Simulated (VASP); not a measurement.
Set up this calculation in VASP 6.6.1, as the native input.

```yaml
Task: single point
Functional: r2SCAN
Potentials_or_basis: VASP PAW PBE potentials, release 64 (La, Zn)
Cutoff: 520 eV
k_mesh: 9 × 9 × 9
Occupations: fermi-dirac, width 0.1 eV
Spin: no spin polarisation
Dipole_correction: no
Further_INCAR_settings: ALGO = Normal; EDIFF = 1e-06; NBANDS = 18
```

The system is LaZn.

```
CELL_PARAMETERS angstrom
3.78310 0.00000 0.00000
0.00000 3.78310 0.00000
0.00000 0.00000 3.78310
ATOMIC_POSITIONS crystal
La 0.50000 0.50000 0.50000
Zn 0.00000 0.00000 0.00000
```

One way to write it, as run:

POSCAR

```
LaZn
1.0
    3.7831042000      0.0000000000      0.0000000000
    0.0000000000      3.7831042000      0.0000000000
    0.0000000000      0.0000000000      3.7831042000
La Zn
1 1
Direct
    0.5000000000      0.5000000000      0.5000000000
    0.0000000000      0.0000000000      0.0000000000
```

INCAR.step1

```
ALGO = Normal
EDIFF = 1E-4
ENCUT = 520
GGA = PE
ISMEAR = -1
LASPH = True
LCHARG = False
LREAL = False
LWAVE = True
NBANDS = 18
NELM = 100
PREC = Accurate
SIGMA = 0.1
```

INCAR.step2

```
ALGO = Normal
EDIFF = 1E-6
ENCUT = 520
ISIF = 2
ISMEAR = -1
ISTART = 1
LASPH = True
LCHARG = False
LMIXTAU = True
LREAL = False
LWAVE = False
METAGGA = R2SCAN
NBANDS = 18
NELM = 100
PREC = Accurate
SIGMA = 0.1
```

KPOINTS

```
k-points
0
Gamma
  9 9 9
```

Potentials or basis: VASP PAW PBE potentials, release 64 (La, Zn).

Command:

```console
$ cat potpaw_PBE.64/La/POTCAR potpaw_PBE.64/Zn/POTCAR > POTCAR
$ cp INCAR.step1 INCAR
$ mpirun -np 1 vasp_std > vasp.out
$ cp INCAR.step2 INCAR
$ mpirun -np 1 vasp_std > vasp.out
```

It gave:

* Pressure: -0.9 GPa

Caveat: the PAW data sets were made with another functional, which shifts forces and pressure a little.

Run time: 2.1 min on 1 thread of Intel Xeon 6975P-C (shared host), peak memory 0.21 GiB.
